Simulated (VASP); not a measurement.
# CdS (P6_3mc) in VASP: further runs

Aim: see how the results for CdS move with the level of theory and the settings. Levels: PBE, r2SCAN. Tasks: single point.

Everything below comes from runs of VASP 6.6.1. Logs are shortened: lines on timing, memory, paths and dates and some standing lists are left out, and cuts for length are marked.

## Step 1: The cell of the first run

It takes space group P6_3mc (No. 186, hexagonal). Conventional cell: a = 4.165 Å, b = 4.165 Å, c = 6.766 Å, α = 90.00°, β = 90.00°, γ = 120.00°. Within 3.4 Å of Cd (site symmetry 3m) lie 4 S at 2.54 to 2.55 Å. S (site symmetry 3m) has 4 Cd at 2.54 to 2.55 Å within 3.4 Å.

## Step 2: Single point, PBE

Input file INCAR:

```
SYSTEM = CdS
PREC     = Accurate       ! precision mode
ENCUT    = 520            ! plane-wave cutoff, eV
EDIFF    = 1E-6           ! SCF threshold, eV
ISMEAR   = 0              ! smearing method
SIGMA    = 0.01           ! smearing width, eV
LREAL    = .False.        ! projectors in reciprocal space
LASPH    = .True.         ! aspherical terms in the spheres
NELM     = 100            ! most SCF steps
ALGO     = Normal         ! electronic algorithm
ISIF     = 2              ! what is computed and relaxed
LWAVE    = .False.        ! write WAVECAR
LCHARG   = .True.         ! write CHGCAR
GGA      = PE             ! functional
LELF     = .True.         ! ELF
LVHAR    = .True.       
NBANDS   = 26             ! bands
```

Input file KPOINTS:

```
regular mesh
0
Gamma
  6 6 4
  0 0 0
```

Input file POSCAR:

```
CdS
1.0
    4.1645591079      0.0000000000      0.0000000000
   -2.0822795540      3.6066139830      0.0000000000
    0.0000000000      0.0000000000      6.7662377157
Cd S
2 2
Direct
    0.6666666667      0.3333333333      0.5000478123
    0.3333333333      0.6666666667      0.0000478123
    0.6666666667      0.3333333333      0.8769521877
    0.3333333333      0.6666666667      0.3769521877
```

Potentials or basis: VASP PAW PBE potentials, release 64 (Cd, S).

Run with:

```sh
cat potpaw_PBE.64/Cd/POTCAR potpaw_PBE.64/S/POTCAR > POTCAR
mpirun -np 1 vasp_std > vasp.out
```

OUTCAR:

```text
SYSTEM = CdS
   PREC = Accurate
   ENCUT = 520
   EDIFF = 1E-6
   ISMEAR = 0
   LREAL = .False.
   LASPH = .True.
   NELM = 100
   ISIF = 2
   GGA = PE

 ion  position               nearest neighbor table
   1  0.667  0.333  0.500-   4 2.54   4 2.54   4 2.54   3 2.55
   2  0.333  0.667  0.000-   3 2.54   3 2.54   3 2.54   4 2.55
   3  0.667  0.333  0.877-   2 2.54   2 2.54   2 2.54   1 2.55
   4  0.333  0.667  0.377-   1 2.54   1 2.54   1 2.54   2 2.55

  LATTYP: Found a hexagonal cell.
 ALAT       =     4.1645591079
 C/A-ratio  =     1.6247188575

  Lattice vectors:

 A1 = (   4.1645591079,   0.0000000000,   0.0000000000)
 A2 = (  -2.0822795540,   3.6066139830,   0.0000000000)
 A3 = (   0.0000000000,   0.0000000000,   6.7662377157)

Analysis of symmetry for initial positions (statically):
=====================================================================
 Subroutine PRICEL returns:
 Original cell was already a primitive cell.

 Routine SETGRP: Setting up the symmetry group for a
 hexagonal supercell.

 Subroutine GETGRP returns: Found 12 space group operations
 (whereof  6 operations were pure point group operations)
 out of a pool of 24 trial point group operations.

The static configuration has the point symmetry C_3v.
 The point group associated with its full space group is C_6v.

Analysis of symmetry for dynamics (positions and initial velocities):
=====================================================================
 Subroutine PRICEL returns:
 Original cell was already a primitive cell.

 Routine SETGRP: Setting up the symmetry group for a
 hexagonal supercell.

 Subroutine GETGRP returns: Found 12 space group operations
 (whereof  6 operations were pure point group operations)
 out of a pool of 24 trial point group operations.

The dynamic configuration has the point symmetry C_3v.
 The point group associated with its full space group is C_6v.

 Subroutine INISYM returns: Found 12 space group operations
 (whereof  6 operations are pure point group operations),
 and found     1 'primitive' translations

----------------------------------------------------------------------------------------

                                     Primitive cell

  volume of cell :     101.6286

  direct lattice vectors                    reciprocal lattice vectors
     4.164559108  0.000000000  0.000000000     0.240121457  0.138634188  0.000000000
    -2.082279554  3.606613983  0.000000000     0.000000000  0.277268375  0.000000000
     0.000000000  0.000000000  6.766237716     0.000000000  0.000000000  0.147792620
[... 85 lines left out ...]
   LREAL  =      F    real-space projection
   EDIFFG = 0.1E-04   stopping-criterion for IOM
   NSW    =      0    number of steps for IOM
   IBRION =     -1    ionic relax: 0-MD 1-quasi-New 2-CG
   NFREE  =      0    steps in history (QN), initial steepest desc. (CG)
   ISIF   =      2    stress and relaxation
   ISYM   =      2    0-nonsym 1-usesym 2-fastsym
   POTIM  = 0.5000    time-step for ionic-motion
   TEBEG  =    0.0;   TEEND  =   0.0 temperature during run
   PSTRESS=    0.0 pullay stress
   NELECT =      36.0000    total number of electrons
   NUPDOWN=      -1.0000    fix difference up-down
   EMIN   =  10.00;   EMAX   =-10.00  energy-range for DOS
   EFERMI =   0.00;   METHOD = LEGACY
   ISMEAR =     0;   SIGMA  =   0.01  broadening in eV -4-tet -1-fermi 0-gaus
   EFERMI_NEDOS =   21; number of points for ismear=-14 and -15
   IALGO  =     38    algorithm
   IMIX   =      4    mixing-type and parameters
     AMIX     =   0.40;   BMIX     =  1.00
     AMIX_MAG =   1.60;   BMIX_MAG =  1.00
  volume/ion in A,a.u.               =      25.41       171.46
  Fermi-wavevector in a.u.,A,eV,Ry     =   1.158343  2.188950 18.255719  1.341758
  Thomas-Fermi vector in A             =   2.294946
   LORBIT       =      0    0 simple, 1 ext, 2 COOP (PROOUT), +10 PAW based schemes
   GGA     = PE    functional components
   LHFCALC =     F    Hartree Fock is set to
   AEXX    =    0.0000 exact exchange contribution
   IVDW    =     0    specifies the selected vdW correction
   LEPSILON=     F    determine dielectric tensor
   LRPA    =     F    only Hartree local field effects (RPA)
 non-spin polarized calculation
 Gauss-broadening in eV      SIGMA  =   0.01
  energy-cutoff  :      520.00
  volume of cell :      101.63
 maximum number of plane-waves:      2786
 NGX is ok and might be reduce to    32
   NGX = 15   NGY = 15   NGZ = 25

 number of electron      35.9999996 magnetization

 Free energy of the ion-electron system (eV)
  ---------------------------------------------------
  ext. energy  EPLUGINS =         0.00000000
  ---------------------------------------------------
  free energy    TOTEN  =       -12.28149787 eV

  energy without entropy =      -12.28149787  energy(sigma->0) =      -12.28149787

 E-fermi :   1.1917     XC(G=0):  -9.0319

 val. band max:        1.1103047216   @ k =   0.0000   0.0000   0.0000
 cond. band min:       2.2843362530   @ k =   0.0000   0.0000   0.0000
 fundamental gap:      1.1740315314
 Fermi energy:         1.1916999955

 k-point     1 :       0.0000    0.0000    0.0000
  band No.  band energies     occupation
      1     -11.1173      2.00000
      2     -10.7066      2.00000
      3      -6.5129      2.00000
      4      -6.5077      2.00000
      5      -6.5077      2.00000
      6      -6.4283      2.00000
[... 598 lines left out ...]
     25      10.4447      0.00000
     26      10.4447      0.00000

------------------------ aborting loop because EDIFF is reached ----------------------------------------

  FORCE on cell =-STRESS in cart. coord.  units (eV):
  Direction    XX          YY          ZZ          XY          YZ          ZX
  --------------------------------------------------------------------------------------
  -------------------------------------------------------------------------------------
  Total        1.0663787      1.0663787      1.1053446     -0.0000000     -0.0000000      0.0000000
  in kB       16.8114854     16.8114854     17.4257837     -0.0000000     -0.0000000      0.0000000
  external PRESSURE =      17.0162515 kB  Pullay stress =       0.0000000 kB

 VOLUME and BASIS-vectors are now :
 -----------------------------------------------------------------------------
  energy-cutoff  :      520.00
  volume of cell :      101.63
      direct lattice vectors                 reciprocal lattice vectors
     4.164559108  0.000000000  0.000000000     0.240121457  0.138634188  0.000000000
    -2.082279554  3.606613983  0.000000000     0.000000000  0.277268375  0.000000000
     0.000000000  0.000000000  6.766237716     0.000000000  0.000000000  0.147792620

 POSITION                                       TOTAL-FORCE (eV/Angst)
 -----------------------------------------------------------------------------------
      2.08228      1.20220      3.38344        -0.000000      0.000000      0.001775
     -0.00000      2.40441      0.00032         0.000000     -0.000000      0.001775
      2.08228      1.20220      5.93367         0.000000     -0.000000     -0.001775
     -0.00000      2.40441      2.55055        -0.000000      0.000000     -0.001775
 -----------------------------------------------------------------------------------
    total drift:                               -0.000000     -0.000000     -0.000573

  FREE ENERGIE OF THE ION-ELECTRON SYSTEM (eV)
  ---------------------------------------------------
  free  energy   TOTEN  =       -12.2814978733 eV

  energy  without entropy=      -12.2814978733  energy(sigma->0) =      -12.28149787
```

stdout:

```text
POSCAR found type information on POSCAR CdS
 POSCAR found :  2 types and       4 ions
 scaLAPACK will be used
 LDA part: xc-table for (Slater+PW92), standard interpolation
 POSCAR, INCAR and KPOINTS ok, starting setup
 FFT: planning ... GRIDC
 FFT: planning ... GRID_SOFT
 FFT: planning ... GRID
 WAVECAR not read
 entering main loop
```

It took 68 s on 1 thread of AMD EPYC 7R13, shared host; peak memory 0.2 GiB.

Results:

```yaml
Free_energy: -12.2815 eV
Pressure: 1.7 GPa
Band_gap_on_the_k_mesh: 1.17 eV
```

Levels at points of the mesh, in eV from the valence-band top:
```csv
k point,band 16,band 17,band 18,band 19,band 20,band 21
"(0.00, 0.00, 0.00)",-0.04,0.00,0.00,1.17,2.76,6.48
"(0.50, 0.00, 0.00)",-1.81,-1.24,-0.73,3.68,3.88,5.12
"(0.00, 0.00, 0.50)",-0.38,-0.38,-0.38,2.81,2.81,6.17
"(0.50, 0.00, 0.50)",-1.30,-1.28,-1.28,3.48,3.48,5.37
```

## Step 3: Single point, PBE

Input file INCAR:

```
ALGO     = Normal         # electronic algorithm
EDIFF    = 1E-6           # SCF threshold, eV
ENCUT    = 520            # plane-wave cutoff, eV
GGA      = PE             # functional
ISIF     = 2              # what is computed and relaxed
ISMEAR   = 0              # smearing method
LASPH    = True           # aspherical terms in the spheres
LCHARG   = False          # write CHGCAR
LREAL    = False          # projectors in reciprocal space
LWAVE    = False          # write WAVECAR
NBANDS   = 26             # bands
NELM     = 60             # most SCF steps
PREC     = Accurate       # precision mode
SIGMA    = 0.01           # smearing width, eV
```

Input file KPOINTS:

```
k-points
0
Gamma
  6 6 4
```

POSCAR is that of step 2.

Potentials or basis: VASP PAW PBE potentials, release 64 (Cd, S).

Run with:

```sh
cat potpaw_PBE.64/Cd/POTCAR potpaw_PBE.64/S/POTCAR > POTCAR
mpirun -np 1 vasp_std > vasp.out
```

OUTCAR:

```text
EDIFF = 1E-6
   ENCUT = 520
   GGA = PE
   ISIF = 2
   ISMEAR = 0
   LASPH = True
   LREAL = False
   NELM = 60
   PREC = Accurate

 ion  position               nearest neighbor table
   1  0.667  0.333  0.500-   4 2.54   4 2.54   4 2.54   3 2.55
   2  0.333  0.667  0.000-   3 2.54   3 2.54   3 2.54   4 2.55
   3  0.667  0.333  0.877-   2 2.54   2 2.54   2 2.54   1 2.55
   4  0.333  0.667  0.377-   1 2.54   1 2.54   1 2.54   2 2.55

  LATTYP: Found a hexagonal cell.
 ALAT       =     4.1645591079
 C/A-ratio  =     1.6247188575

  Lattice vectors:

 A1 = (   4.1645591079,   0.0000000000,   0.0000000000)
 A2 = (  -2.0822795540,   3.6066139830,   0.0000000000)
 A3 = (   0.0000000000,   0.0000000000,   6.7662377157)

Analysis of symmetry for initial positions (statically):
=====================================================================
 Subroutine PRICEL returns:
 Original cell was already a primitive cell.

 Routine SETGRP: Setting up the symmetry group for a
 hexagonal supercell.

[... 165 lines left out ...]
  free energy    TOTEN  =       -12.28149787 eV

  energy without entropy =      -12.28149787  energy(sigma->0) =      -12.28149787

 E-fermi :   1.1917     XC(G=0):  -9.0319

 val. band max:        1.1103047216   @ k =   0.0000   0.0000   0.0000
 cond. band min:       2.2843362530   @ k =   0.0000   0.0000   0.0000
 fundamental gap:      1.1740315314
 Fermi energy:         1.1916999955

 k-point     1 :       0.0000    0.0000    0.0000
  band No.  band energies     occupation
      1     -11.1173      2.00000
      2     -10.7066      2.00000
      3      -6.5129      2.00000
      4      -6.5077      2.00000
      5      -6.5077      2.00000
      6      -6.4283      2.00000
[... 598 lines left out ...]
     25      10.4447      0.00000
     26      10.4447      0.00000

------------------------ aborting loop because EDIFF is reached ----------------------------------------

  FORCE on cell =-STRESS in cart. coord.  units (eV):
  Direction    XX          YY          ZZ          XY          YZ          ZX
  --------------------------------------------------------------------------------------
  -------------------------------------------------------------------------------------
  Total        1.0663787      1.0663787      1.1053446     -0.0000000     -0.0000000      0.0000000
  in kB       16.8114854     16.8114854     17.4257837     -0.0000000     -0.0000000      0.0000000
  external PRESSURE =      17.0162515 kB  Pullay stress =       0.0000000 kB

 VOLUME and BASIS-vectors are now :
 -----------------------------------------------------------------------------
  energy-cutoff  :      520.00
  volume of cell :      101.63
      direct lattice vectors                 reciprocal lattice vectors
     4.164559108  0.000000000  0.000000000     0.240121457  0.138634188  0.000000000
    -2.082279554  3.606613983  0.000000000     0.000000000  0.277268375  0.000000000
     0.000000000  0.000000000  6.766237716     0.000000000  0.000000000  0.147792620

 POSITION                                       TOTAL-FORCE (eV/Angst)
 -----------------------------------------------------------------------------------
      2.08228      1.20220      3.38344        -0.000000      0.000000      0.001775
     -0.00000      2.40441      0.00032         0.000000     -0.000000      0.001775
      2.08228      1.20220      5.93367         0.000000     -0.000000     -0.001775
     -0.00000      2.40441      2.55055        -0.000000      0.000000     -0.001775
 -----------------------------------------------------------------------------------
    total drift:                               -0.000000     -0.000000     -0.000573

  FREE ENERGIE OF THE ION-ELECTRON SYSTEM (eV)
  ---------------------------------------------------
  free  energy   TOTEN  =       -12.2814978733 eV

  energy  without entropy=      -12.2814978733  energy(sigma->0) =      -12.28149787
```

OSZICAR:

```text
N       E                     dE             d eps       ncg     rms          rms(c)
DAV:   1     0.247759959846E+03    0.24776E+03   -0.17258E+04  1092   0.126E+03
DAV:   2     0.524343496355E+00   -0.24724E+03   -0.23838E+03  1180   0.319E+02
DAV:   3    -0.132253541891E+02   -0.13750E+02   -0.13660E+02  1310   0.751E+01
DAV:   4    -0.133722575714E+02   -0.14690E+00   -0.14674E+00  1244   0.745E+00
DAV:   5    -0.133744521482E+02   -0.21946E-02   -0.21945E-02  1294   0.919E-01    0.109E+01
DAV:   6    -0.123040785991E+02    0.10704E+01   -0.19158E+00  1436   0.141E+01    0.867E+00
DAV:   7    -0.122847811345E+02    0.19297E-01   -0.70674E-01  1146   0.447E+00    0.397E+00
DAV:   8    -0.122823882987E+02    0.23928E-02   -0.82402E-02  1180   0.283E+00    0.521E-01
DAV:   9    -0.122811088956E+02    0.12794E-02   -0.14013E-02  1204   0.145E+00    0.149E-01
DAV:  10    -0.122813396727E+02   -0.23078E-03   -0.11969E-03  1178   0.341E-01    0.117E-01
DAV:  11    -0.122815006135E+02   -0.16094E-03   -0.28777E-04  1226   0.118E-01    0.823E-02
DAV:  12    -0.122814948132E+02    0.58002E-05   -0.14582E-04  1146   0.918E-02    0.152E-02
DAV:  13    -0.122814971102E+02   -0.22969E-05   -0.18170E-05  1278   0.268E-02    0.721E-03
DAV:  14    -0.122814978733E+02   -0.76316E-06   -0.23342E-06   968   0.133E-02
   1 F= -.12281498E+02 E0= -.12281498E+02  d E =-.132194E-32
```

It took 51 s on 1 thread of AMD EPYC 7R13, shared host; peak memory 0.2 GiB.

Results:

```yaml
Free_energy: -12.2815 eV
Pressure: 1.7 GPa
Band_gap_on_the_k_mesh: 1.17 eV
```

Levels at points of the mesh, in eV from the valence-band top:
```
           k point  band 16  band 17  band 18  band 19  band 20  band 21
(0.00, 0.00, 0.00)    -0.04     0.00     0.00     1.17     2.76     6.48
(0.50, 0.00, 0.00)    -1.81    -1.24    -0.73     3.68     3.88     5.12
(0.00, 0.00, 0.50)    -0.38    -0.38    -0.38     2.81     2.81     6.17
(0.50, 0.00, 0.50)    -1.30    -1.28    -1.28     3.48     3.48     5.37
```

## Step 4: Single point, r2SCAN

POSCAR is that of step 3.

Input file INCAR.step1:

```
  PREC = Accurate
  ENCUT = 520
  ISMEAR = 0
  SIGMA = 0.01
  LREAL = False
  LASPH = True
  NELM = 60
  NBANDS = 26
  GGA = PE
  ALGO = Normal
  EDIFF = 1E-4
  LWAVE = True
  LCHARG = False
```

Input file INCAR.step2:

```
  PREC = Accurate
  ENCUT = 520
  EDIFF = 1E-6
  ISMEAR = 0
  SIGMA = 0.01
  LREAL = False
  LASPH = True
  NELM = 60
  ALGO = Normal
  ISIF = 2
  LWAVE = False
  LCHARG = True
  METAGGA = R2SCAN
  LMIXTAU = True
  LELF = True
  LVHAR = True
  NBANDS = 26
  ISTART = 1
```

Input file KPOINTS:

```
regular mesh
0
Gamma
  6 6 4
```

Run with:

```sh
cat potpaw_PBE.64/Cd/POTCAR potpaw_PBE.64/S/POTCAR > POTCAR
cp INCAR.step1 INCAR
mpirun -np 1 vasp_std > vasp.out
cp INCAR.step2 INCAR
mpirun -np 1 vasp_std > vasp.out
```

It took 4.2 min on 1 thread of AMD EPYC 7R13, shared host; peak memory 0.22 GiB.

It converged, with:

| Item | Value |
| --- | --- |
| Free energy | -59.3809 eV |
| Pressure | 0.3 GPa |
| Band gap on the k mesh | 1.63 eV |

Levels at points of the mesh, in eV from the valence-band top:
```tsv
k point	band 16	band 17	band 18	band 19	band 20	band 21
(0.00, 0.00, 0.00)	-0.04	0.00	0.00	1.63	3.22	6.99
(0.50, 0.00, 0.00)	-1.85	-1.26	-0.74	4.15	4.25	5.43
(0.00, 0.00, 0.50)	-0.38	-0.38	-0.38	3.26	3.26	6.62
(0.50, 0.00, 0.50)	-1.33	-1.30	-1.30	3.87	3.87	5.79
```

Caveat: the PAW data sets were made with another functional, which shifts forces and pressure a little.

(Part 1 of 2 ends here.)
